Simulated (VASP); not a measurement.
Crystal: Te2Mo.

```
Mo Te
1.0
     1.75095    1.01091    7.06877
    -1.75095    1.01091    7.06877
     0.00000   -2.02183    7.06877
Mo Te
1 2
Direct
  0.00000 0.00000 0.00000
  0.24656 0.24656 0.24656
  0.75344 0.75344 0.75344
```

Base run:

| Item | Value |
| --- | --- |
| Program | VASP 6.6.1 |
| Functional | PBE |
| Potentials or basis | VASP PAW PBE potentials, release 64 (Mo_sv, Te) |
| Cutoff | 500 eV |
| k mesh | 8 × 8 × 8 |
| Occupations | fermi-dirac, width 0.02 eV |
| Spin | no spin polarisation |

Its results: band gap on the k mesh 0.03 eV (least direct gap 0.12 eV); pressure 1.8 GPa.

Problem. The run is repeated on the same cell with these changes: functional from PBE to r2SCAN; cutoff from 500 eV to 550 eV. What comes out?

Solution. Band gap on the k mesh 0.05 eV (least direct gap 0.09 eV); pressure 1.3 GPa.

Caveats: spin-orbit coupling is left out, which moves the levels of the heavy elements; the PAW data sets were made with another functional, which shifts forces and pressure a little (at least some runs).

A k mesh can miss the band edges.
